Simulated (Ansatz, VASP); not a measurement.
**Ti: VASP beside Ansatz**

Contents of INCAR:

```
ALGO = Fast
EDIFF = 1E-6
ENCUT = 520
GGA = PE
ISIF = 2
ISMEAR = 0
LASPH = True
LCHARG = False
LREAL = False
LWAVE = False
NBANDS = 19
NELM = 80
PREC = Accurate
SIGMA = 0.15
```

File KPOINTS:

```
k-points
0
Gamma
  18 18 10
```

The input POSCAR:

```
Ti
1.0
    2.9499978604      0.0000000000      0.0000000000
   -1.4749989302      2.5547730882      0.0000000000
    0.0000000000      0.0000000000      4.6391400000
Ti
2
Direct
    0.3333333333      0.6666666667      0.2500000000
    0.6666666667      0.3333333333      0.7500000000
```

Input for Ansatz:

```yaml
crystal:
  lattice:
    - [2.9499978604, 0.0, 0.0]
    - [-1.4749989302, 2.5547730882, 0.0]
    - [0.0, 0.0, 4.63914]
  atoms:
    - { symbol: Ti, position: [0.3333333333, 0.6666666667, 0.25] }
    - { symbol: Ti, position: [0.6666666667, 0.3333333333, 0.75] }
basis:
  ecutwfc: 420
kpoints:
  mp_grid: { grid: [18, 18, 10] }
hamiltonian:
  xc: pbe
scf:
  occupations: { method: gaussian, width: 0.15 }
output:
  forces: true
  stress: true
  eigenvalues: true
```

Change from the starting cell: strain -0.0100 x Voigt [0, 0, 1, 0, 0, 0], atoms carried along.

Alike in both runs: task single point; functional PBE; k mesh 18 × 18 × 10; occupations gaussian, width 0.15 eV; no spin polarisation.

```csv
,VASP,Ansatz
version,VASP 6.6.1,Ansatz 0.2.0
potentials or method,"VASP PAW PBE potentials, release 64 (Ti_sv), cutoff 520 eV","scalar-relativistic, plane waves, PAW"
valence electrons in the cell,24,24
```

```csv
,VASP,Ansatz,Ansatz less VASP
gap on the k mesh at the Fermi level (eV),none,none,-
pressure (GPa),-1.2,-0.5,+0.63
"traceless stress, the component that is largest in VASP (GPa)",0.45,0.45,+0.006
```

A gap of «none» marks a metal or a gap that the smearing closes.
